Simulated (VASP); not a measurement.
# GaAs (F-43m) in VASP: further runs

The runs below take GaAs through single point, with LDA, r2SCAN, PBE, HSE06.

Program: VASP 6.6.1. These are calculated values, not measurements. Logs are shortened: lines on timing, memory, paths and dates and some standing lists are left out, and cuts for length are marked.

## (1) The cell of the first run

Symmetry: F-43m, No. 216, cubic system. Conventional cell: a = 5.666 Å, b = 5.666 Å, c = 5.666 Å, α = 90.00°, β = 90.00°, γ = 90.00°. Ga (site symmetry -43m) has 4 As at 2.45 Å within 3.2 Å. As (site symmetry -43m) has 4 Ga at 2.45 Å within 3.2 Å.

## (2) Single point, LDA

INCAR reads:

```
SYSTEM = GaAs
  ALGO = Normal
  EDIFF = 1E-6
  ENCUT = 520
  ISIF = 2
  ISMEAR = 0
  LASPH = .TRUE.
  LCHARG = .TRUE.
  LELF = .TRUE.
  LREAL = .FALSE.
  LVHAR = .TRUE.
  LWAVE = .FALSE.
  NBANDS = 16
  NELM = 60
  PREC = Accurate
  SIGMA = 0.01
```

KPOINTS reads:

```
k-points
0
G
  4 4 4
  0 0 0
```

POSCAR reads:

```
GaAs
1.0
    0.0000000000      2.8330831925      2.8330831925
    2.8330831925      0.0000000000      2.8330831925
    2.8330831925      2.8330831925      0.0000000000
Ga As
1 1
Direct
    0.0000000000      0.0000000000      0.0000000000
    0.2500000000      0.2500000000      0.2500000000
```

Potentials or basis: VASP PAW LDA potentials, release 64 (Ga_d, As).

Started as:

```sh
$ cat potpaw_LDA.64/Ga_d/POTCAR potpaw_LDA.64/As/POTCAR > POTCAR
$ mpirun -np 1 vasp_std > vasp.out
```

OUTCAR:

```text
SYSTEM = GaAs
   EDIFF = 1E-6
   ENCUT = 520
   ISIF = 2
   ISMEAR = 0
   LASPH = .TRUE.
   LREAL = .FALSE.
   NELM = 60
   PREC = Accurate

 ion  position               nearest neighbor table
   1  0.000  0.000  0.000-   2 2.45   2 2.45   2 2.45   2 2.45
   2  0.250  0.250  0.250-   1 2.45   1 2.45   1 2.45   1 2.45

  LATTYP: Found a face centered cubic cell.
 ALAT       =     5.6661663850

  Lattice vectors:

 A1 = (   0.0000000000,   2.8330831925,   2.8330831925)
 A2 = (   2.8330831925,   0.0000000000,   2.8330831925)
 A3 = (   2.8330831925,   2.8330831925,   0.0000000000)

Analysis of symmetry for initial positions (statically):
=====================================================================
 Subroutine PRICEL returns:
 Original cell was already a primitive cell.

 Routine SETGRP: Setting up the symmetry group for a
 face centered cubic supercell.

 Subroutine GETGRP returns: Found 24 space group operations
 (whereof 24 operations were pure point group operations)
 out of a pool of 48 trial point group operations.

The static configuration has the point symmetry T_d .

Analysis of symmetry for dynamics (positions and initial velocities):
=====================================================================
 Subroutine PRICEL returns:
 Original cell was already a primitive cell.

 Routine SETGRP: Setting up the symmetry group for a
 face centered cubic supercell.

 Subroutine GETGRP returns: Found 24 space group operations
 (whereof 24 operations were pure point group operations)
 out of a pool of 48 trial point group operations.

The dynamic configuration has the point symmetry T_d .

 Subroutine INISYM returns: Found 24 space group operations
 (whereof 24 operations are pure point group operations),
 and found     1 'primitive' translations

----------------------------------------------------------------------------------------

                                     Primitive cell

  volume of cell :      45.4787

  direct lattice vectors                    reciprocal lattice vectors
     0.000000000  2.833083193  2.833083193    -0.176486169  0.176486169  0.176486169
     2.833083193  0.000000000  2.833083193     0.176486169 -0.176486169  0.176486169
     2.833083193  2.833083193  0.000000000     0.176486169  0.176486169 -0.176486169

  length of vectors
     4.006584674  4.006584674  4.006584674     0.305683012  0.305683012  0.305683012

  position of ions in fractional coordinates (direct lattice)
     0.000000000  0.000000000  0.000000000
     0.250000000  0.250000000  0.250000000

  ion indices of the primitive-cell ions
   primitive index   ion index
                 1           1
                 2           2

----------------------------------------------------------------------------------------

 KPOINTS: k-points

Automatic generation of k-mesh.
 Grid dimensions read from file:
 generate k-points for:    4    4    4

 Generating k-lattice:

  Cartesian coordinates                     Fractional coordinates (reciprocal lattice)
    -0.044121542  0.044121542  0.044121542     0.250000000  0.000000000  0.000000000
     0.044121542 -0.044121542  0.044121542     0.000000000  0.250000000  0.000000000
     0.044121542  0.044121542 -0.044121542     0.000000000  0.000000000  0.250000000

  Length of vectors
     0.076420753  0.076420753  0.076420753

  Shift w.r.t. Gamma in fractional coordinates (k-lattice)
     0.000000000  0.000000000  0.000000000

 Subroutine IBZKPT returns following result:
 ===========================================

 Found      8 irreducible k-points:

 Following reciprocal coordinates:
            Coordinates               Weight
  0.000000  0.000000  0.000000      1.000000
  0.250000  0.000000  0.000000      8.000000
  0.500000  0.000000  0.000000      4.000000
  0.250000  0.250000  0.000000      6.000000
  0.500000  0.250000  0.000000     24.000000
 -0.250000  0.250000  0.000000     12.000000
  0.500000  0.500000  0.000000      3.000000
 -0.250000  0.500000  0.250000      6.000000
   k-points           NKPTS =      8   k-points in BZ     NKDIM =      8   number of bands    NBANDS=     16
   number of dos      NEDOS =    301   number of ions     NIONS =      2
   total plane-waves  NPLWV =  27000
   dimension x,y,z NGX =    30 NGY =   30 NGZ =   30
   dimension x,y,z NGXF=    60 NGYF=   60 NGZF=   60
   ions per type =               1   1
   NGX,Y,Z   is equivalent  to a cutoff of  12.45, 12.45, 12.45 a.u.
   NGXF,Y,Z  is equivalent  to a cutoff of  24.90, 24.90, 24.90 a.u.
 SYSTEM =  GaAs
   PREC   = accura    normal or accurate (medium, high low for compatibility)
   ISTART =      0    job   : 0-new  1-cont  2-samecut
   ICHARG =      2    charge: 1-file 2-atom 10-const
   ISPIN  =      1    spin polarized calculation?
   LNONCOLLINEAR =      F non collinear calculations
   LSORBIT =      F    spin-orbit coupling
   LASPH  =      T    aspherical Exc in radial PAW
   ENCUT  =  520.0 eV  38.22 Ry    6.18 a.u.   7.45  7.45  7.45*2*pi/ulx,y,z
   NELM   =     60;   NELMIN=  2; NELMDL= -5     # of ELM steps
   EDIFF  = 0.1E-05   stopping-criterion for ELM
   LREAL  =      F    real-space projection
   EDIFFG = 0.1E-04   stopping-criterion for IOM
   NSW    =      0    number of steps for IOM
   IBRION =     -1    ionic relax: 0-MD 1-quasi-New 2-CG
   NFREE  =      0    steps in history (QN), initial steepest desc. (CG)
   ISIF   =      2    stress and relaxation
   ISYM   =      2    0-nonsym 1-usesym 2-fastsym
   POTIM  = 0.5000    time-step for ionic-motion
   TEBEG  =    0.0;   TEEND  =   0.0 temperature during run
   PSTRESS=    0.0 pullay stress
   NELECT =      18.0000    total number of electrons
   NUPDOWN=      -1.0000    fix difference up-down
   EMIN   =  10.00;   EMAX   =-10.00  energy-range for DOS
   EFERMI =   0.00;   METHOD = LEGACY
   ISMEAR =     0;   SIGMA  =   0.01  broadening in eV -4-tet -1-fermi 0-gaus
   EFERMI_NEDOS =   21; number of points for ismear=-14 and -15
   IALGO  =     38    algorithm
   IMIX   =      4    mixing-type and parameters
     AMIX     =   0.40;   BMIX     =  1.00
     AMIX_MAG =   1.60;   BMIX_MAG =  1.00
  volume/ion in A,a.u.               =      22.74       153.45
  Fermi-wavevector in a.u.,A,eV,Ry     =   1.201978  2.271408 19.657016  1.444750
  Thomas-Fermi vector in A             =   2.337772
[... 13 lines left out ...]
   NGX = 15   NGY = 15   NGZ = 15

 number of electron      17.9999990 magnetization

 Free energy of the ion-electron system (eV)
  ---------------------------------------------------
  ext. energy  EPLUGINS =         0.00000000
  ---------------------------------------------------
  free energy    TOTEN  =        -9.44302645 eV

  energy without entropy =       -9.44302645  energy(sigma->0) =       -9.44302645

 E-fermi :   3.8430     XC(G=0):  -9.8680

 val. band max:        3.7909975903   @ k =   0.0000   0.0000   0.0000
 cond. band min:       4.0531726410   @ k =   0.0000   0.0000   0.0000
 fundamental gap:      0.2621750507
 Fermi energy:         3.8429503931

 k-point     1 :       0.0000    0.0000    0.0000
  band No.  band energies     occupation
      1     -11.1889      2.00000
      2     -11.1889      2.00000
      3     -11.1889      2.00000
      4     -11.1140      2.00000
      5     -11.1140      2.00000
      6      -8.9324      2.00000
      7       3.7910      2.00000
      8       3.7910      2.00000
      9       3.7910      2.00000
     10       4.0532      0.00000
     11       7.4218      0.00000
     12       7.4218      0.00000
     13       7.4218      0.00000
     14      11.0689      0.00000
     15      13.9109      0.00000
     16      13.9109      0.00000

 k-point     2 :       0.2500    0.0000    0.0000
  band No.  band energies     occupation
      1     -11.2274      2.00000
      2     -11.1782      2.00000
      3     -11.1782      2.00000
      4     -11.1137      2.00000
      5     -11.1137      2.00000
      6      -8.2470      2.00000
      7      -0.4090      2.00000
      8       3.1091      2.00000
      9       3.1091      2.00000
     10       5.0591      0.00000
     11       8.2869      0.00000
     12       8.2869      0.00000
     13       9.5624      0.00000
     14      12.4960      0.00000
     15      12.7491      0.00000
     16      12.7491      0.00000

 k-point     3 :       0.5000    0.0000    0.0000
  band No.  band energies     occupation
      1     -11.2610      2.00000
      2     -11.1705      2.00000
      3     -11.1705      2.00000
      4     -11.1103      2.00000
      5     -11.1103      2.00000
      6      -7.1810      2.00000
      7      -2.8946      2.00000
      8       2.6463      2.00000
      9       2.6463      2.00000
     10       4.6048      0.00000
     11       8.3308      0.00000
     12       8.3308      0.00000
     13      11.3066      0.00000
     14      13.9302      0.00000
     15      15.5405      0.00000
     16      15.5405      0.00000

 k-point     4 :       0.2500    0.2500    0.0000
  band No.  band energies     occupation
      1     -11.2468      2.00000
      2     -11.1660      2.00000
      3     -11.1660      2.00000
      4     -11.1251      2.00000
      5     -11.1079      2.00000
      6      -8.0130      2.00000
      7      -0.3739      2.00000
      8       2.0934      2.00000
      9       2.0934      2.00000
     10       5.6347      0.00000
     11       6.8994      0.00000
     12      10.2778      0.00000
     13      10.2778      0.00000
     14      11.0735      0.00000
     15      14.9122      0.00000
     16      14.9191      0.00000

 k-point     5 :       0.5000    0.2500    0.0000
  band No.  band energies     occupation
      1     -11.2723      2.00000
      2     -11.1603      2.00000
      3     -11.1552      2.00000
      4     -11.1244      2.00000
      5     -11.1072      2.00000
      6      -6.8925      2.00000
      7      -2.5376      2.00000
      8       0.5284      2.00000
      9       1.7462      2.00000
     10       5.8500      0.00000
     11       8.3570      0.00000
     12       9.8617      0.00000
     13      10.6312      0.00000
     14      13.9549      0.00000
     15      15.7104      0.00000
     16      16.1471      0.00000

 k-point     6 :      -0.2500    0.2500    0.0000
  band No.  band energies     occupation
      1     -11.2582      2.00000
      2     -11.1670      2.00000
      3     -11.1648      2.00000
      4     -11.1158      2.00000
      5     -11.1137      2.00000
      6      -7.3051      2.00000
      7      -1.9119      2.00000
      8       0.4006      2.00000
      9       2.5663      2.00000
     10       6.3728      0.00000
     11       9.2649      0.00000
     12       9.3403      0.00000
     13       9.4557      0.00000
     14      12.1082      0.00000
     15      13.9241      0.00000
     16      16.2630      0.00000

 k-point     7 :       0.5000    0.5000    0.0000
  band No.  band energies     occupation
      1     -11.2918      2.00000
      2     -11.1420      2.00000
      3     -11.1420      2.00000
      4     -11.1385      2.00000
      5     -11.1017      2.00000
      6      -6.4417      2.00000
      7      -3.0855      2.00000
      8       1.1082      2.00000
      9       1.1082      2.00000
     10       5.1017      0.00000
     11       5.3118      0.00000
     12      13.7552      0.00000
     13      13.7552      0.00000
     14      14.5138      0.00000
     15      16.8171      0.00000
     16      17.0548      0.00000

 k-point     8 :      -0.2500    0.5000    0.2500
  band No.  band energies     occupation
      1     -11.2788      2.00000
      2     -11.1597      2.00000
      3     -11.1464      2.00000
      4     -11.1245      2.00000
      5     -11.1101      2.00000
      6      -6.3844      2.00000
      7      -2.9024      2.00000
      8       0.2385      2.00000
      9       0.4244      2.00000
     10       8.2846      0.00000
     11       8.3889      0.00000
     12       9.0296      0.00000
     13       9.6852      0.00000
     14      14.6570      0.00000
     15      15.8598      0.00000
     16      16.9253      0.00000

------------------------ aborting loop because EDIFF is reached ----------------------------------------

  FORCE on cell =-STRESS in cart. coord.  units (eV):
  Direction    XX          YY          ZZ          XY          YZ          ZX
  --------------------------------------------------------------------------------------
  -------------------------------------------------------------------------------------
  Total       -0.5207120     -0.5207120     -0.5207120      0.0000000     -0.0000000      0.0000000
  in kB      -18.3442609    -18.3442609    -18.3442609      0.0000000     -0.0000000      0.0000000
  external PRESSURE =     -18.3442609 kB  Pullay stress =       0.0000000 kB

 VOLUME and BASIS-vectors are now :
 -----------------------------------------------------------------------------
  energy-cutoff  :      520.00
  volume of cell :       45.48
      direct lattice vectors                 reciprocal lattice vectors
     0.000000000  2.833083193  2.833083193    -0.176486169  0.176486169  0.176486169
     2.833083193  0.000000000  2.833083193     0.176486169 -0.176486169  0.176486169
     2.833083193  2.833083193  0.000000000     0.176486169  0.176486169 -0.176486169

 POSITION                                       TOTAL-FORCE (eV/Angst)
 -----------------------------------------------------------------------------------
      0.00000      0.00000      0.00000        -0.000000      0.000000      0.000000
      1.41654      1.41654      1.41654         0.000000     -0.000000     -0.000000
 -----------------------------------------------------------------------------------
    total drift:                               -0.000000     -0.000000     -0.000000

  FREE ENERGIE OF THE ION-ELECTRON SYSTEM (eV)
  ---------------------------------------------------
  free  energy   TOTEN  =        -9.4430264529 eV

  energy  without entropy=       -9.4430264529  energy(sigma->0) =       -9.44302645
```

It took 13 s on 1 thread of Intel Xeon 8259CL, shared host; peak memory 0.14 GiB.

What came out:

```yaml
Free_energy: -9.4430 eV
Pressure: -1.8 GPa
Band_gap_on_the_k_mesh: 0.26 eV
```

Caveat: the k points lie up to 0.48 Å⁻¹ apart.

## (3) Single point, r2SCAN

POSCAR is that of step 2.

INCAR.step1 reads:

```
ALGO     = Normal         # electronic algorithm
EDIFF    = 1E-4           # SCF threshold, eV
ENCUT    = 520            # plane-wave cutoff, eV
GGA      = PE             # functional
ISMEAR   = 0              # smearing method
LASPH    = True           # aspherical terms in the spheres
LCHARG   = False          # write CHGCAR
LREAL    = False          # projectors in reciprocal space
LWAVE    = True           # write WAVECAR
NBANDS   = 16             # bands
NELM     = 60             # most SCF steps
PREC     = Accurate       # precision mode
SIGMA    = 0.01           # smearing width, eV
```

INCAR.step2 reads:

```
ALGO     = Normal         # electronic algorithm
EDIFF    = 1E-6           # SCF threshold, eV
ENCUT    = 520            # plane-wave cutoff, eV
ISIF     = 2              # what is computed and relaxed
ISMEAR   = 0              # smearing method
ISTART   = 1            
LASPH    = True           # aspherical terms in the spheres
LCHARG   = True           # write CHGCAR
LELF     = True           # ELF
LMIXTAU  = True         
LREAL    = False          # projectors in reciprocal space
LVHAR    = True         
LWAVE    = False          # write WAVECAR
METAGGA  = R2SCAN         # meta-GGA
NBANDS   = 16             # bands
NELM     = 60             # most SCF steps
PREC     = Accurate       # precision mode
SIGMA    = 0.01           # smearing width, eV
```

KPOINTS reads:

```
k-points
0
Gamma
  4 4 4
```

Potentials or basis: VASP PAW PBE potentials, release 64 (Ga_d, As).

Started as:

```sh
$ cat potpaw_PBE.64/Ga_d/POTCAR potpaw_PBE.64/As/POTCAR > POTCAR
$ cp INCAR.step1 INCAR
$ mpirun -np 1 vasp_std > vasp.out
$ cp INCAR.step2 INCAR
$ mpirun -np 1 vasp_std > vasp.out
```

Wall time 89 s (1 thread of Intel Xeon 8259CL, shared host); peak memory 0.17 GiB.

The run converged. Its results:

| Item | Value |
| --- | --- |
| Free energy | -26.8950 eV |
| Pressure | 0.4 GPa |
| Band gap on the k mesh | 0.94 eV |

Levels at points of the mesh, in eV from the valence-band top:
```
           k point  band 6  band 7  band 8  band 9  band 10  band 11  band 12  band 13
(0.00, 0.00, 0.00)  -13.16    0.00    0.00    0.00     0.94     4.02     4.02     4.02
(0.50, 0.00, 0.00)  -11.32   -6.79   -1.18   -1.18     1.32     4.96     4.96     8.25
(0.50, 0.50, 0.00)  -10.55   -6.98   -2.76   -2.76     1.74     1.93    10.79    10.80
```

Caveat: the k points lie up to 0.48 Å⁻¹ apart; the PAW data sets were made with another functional, which shifts forces and pressure a little. r2SCAN opens gaps a little over a GGA but as a rule still falls short of measured ones.

## (4) Single point, PBE

INCAR reads:

```
SYSTEM = GaAs
  ALGO = Normal
  EDIFF = 1E-6
  ENCUT = 520
  GGA = PE
  ISIF = 2
  ISMEAR = 0
  LASPH = .TRUE.
  LCHARG = .FALSE.
  LREAL = .FALSE.
  LWAVE = .FALSE.
  NBANDS = 16
  NELM = 100
  PREC = Accurate
  SIGMA = 0.01
```

KPOINTS reads:

```
k-points
0
G
  6 6 6
  0 0 0
```

POSCAR is that of step 3.

Started as:

```sh
$ cat potpaw_PBE.64/Ga_d/POTCAR potpaw_PBE.64/As/POTCAR > POTCAR
$ mpirun -np 1 vasp_std > vasp.out
```

It took 24 s on 1 thread of Intel Xeon 8259CL, shared host; peak memory 0.17 GiB.

It converged, with:

| Property | Result |
| --- | --- |
| Free energy | -8.2330 eV |
| Pressure | 2.9 GPa |
| Band gap on the k mesh | 0.47 eV |

Levels at points of the mesh, in eV from the valence-band top:
| k point | band 7 | band 8 | band 9 | band 10 | band 11 | band 12 |
| --- | --- | --- | --- | --- | --- | --- |
| (0.00, 0.00, 0.00) | 0.00 | 0.00 | 0.00 | 0.47 | 3.72 | 3.72 |
| (0.50, 0.00, 0.00) | -6.61 | -1.13 | -1.13 | 0.98 | 4.63 | 4.63 |
| (0.50, 0.50, 0.00) | -6.79 | -2.66 | -2.66 | 1.47 | 1.65 | 10.11 |

## (5) Single point, HSE06

POSCAR is that of step 4.

INCAR.step1 reads:

```
SYSTEM = GaAs
PREC = Accurate ; ENCUT = 520
EDIFF = 1E-5 ; ISMEAR = 0
SIGMA = 0.01 ; LREAL = .False.
LASPH = .True. ; NELM = 80
ALGO = Normal ; ISIF = 2
LWAVE = .True. ; LCHARG = .False.
GGA = PE ; NBANDS = 16
```

INCAR.step2 reads:

```
SYSTEM = GaAs
PREC = Accurate ; ENCUT = 520
EDIFF = 1E-6 ; ISMEAR = 0
SIGMA = 0.01 ; LREAL = .False.
LASPH = .True. ; NELM = 80
ALGO = Normal ; ISIF = 2
LWAVE = .False. ; LCHARG = .False.
GGA = PE ; LHFCALC = .True.
HFSCREEN = 0.2079 ; PRECFOCK = Normal
ISTART = 1 ; NBANDS = 16
```

KPOINTS reads:

```
regular mesh
0
Gamma
  4 4 4
  0 0 0
```

Started as:

```sh
$ cat potpaw_PBE.64/Ga_d/POTCAR potpaw_PBE.64/As/POTCAR > POTCAR
$ cp INCAR.step1 INCAR
$ mpirun -np 1 vasp_std > vasp.out
$ cp INCAR.step2 INCAR
$ mpirun -np 1 vasp_std > vasp.out
```

Run time: 14 min. Hardware: 1 thread of Intel Xeon 8259CL, shared host; peak memory 0.28 GiB.

It converged, with:

```yaml
Free_energy: -9.7138 eV
Pressure: 0.8 GPa
Band_gap_on_the_k_mesh: 1.41 eV
```

Levels at points of the mesh, in eV from the valence-band top:
| k point | band 6 | band 7 | band 8 | band 9 | band 10 | band 11 | band 12 | band 13 |
| --- | --- | --- | --- | --- | --- | --- | --- | --- |
| (0.00, 0.00, 0.00) | -13.88 | 0.00 | 0.00 | 0.00 | 1.41 | 4.55 | 4.55 | 4.55 |
| (0.50, 0.00, 0.00) | -11.98 | -7.15 | -1.22 | -1.22 | 1.78 | 5.46 | 5.46 | 8.66 |
| (0.50, 0.50, 0.00) | -11.17 | -7.33 | -2.87 | -2.87 | 2.10 | 2.36 | 11.47 | 11.47 |

Caveat: the k points lie up to 0.48 Å⁻¹ apart; the PAW data sets were made with another functional, which shifts forces and pressure a little.

## (6) The runs side by side

```csv
level,potentials or basis,k mesh,grid for exact exchange (PRECFOCK),share of exact exchange,screening parameter,gap on the mesh (eV),pressure (GPa)
LDA,"VASP PAW LDA potentials, release 64 (Ga_d, As)",4 × 4 × 4,-,-,-,0.26,-1.8
r2SCAN,"VASP PAW PBE potentials, release 64 (Ga_d, As)",4 × 4 × 4,-,-,-,0.94,0.4
PBE,"VASP PAW PBE potentials, release 64 (Ga_d, As)",6 × 6 × 6,-,-,-,0.47,2.9
HSE06,"VASP PAW PBE potentials, release 64 (Ga_d, As)",4 × 4 × 4,Normal,0.25,0.2079 1/Å,1.41,0.8
```

Alike in all rows: task single point; no spin polarisation; cell as given; cutoff (eV) 520; smearing gaussian 0.01 eV.

Caveats: some runs use coarse meshes; the PAW data sets were made with another functional, which shifts forces and pressure a little (at least some runs).

Absolute energies hang on the potentials; compare differences alone.
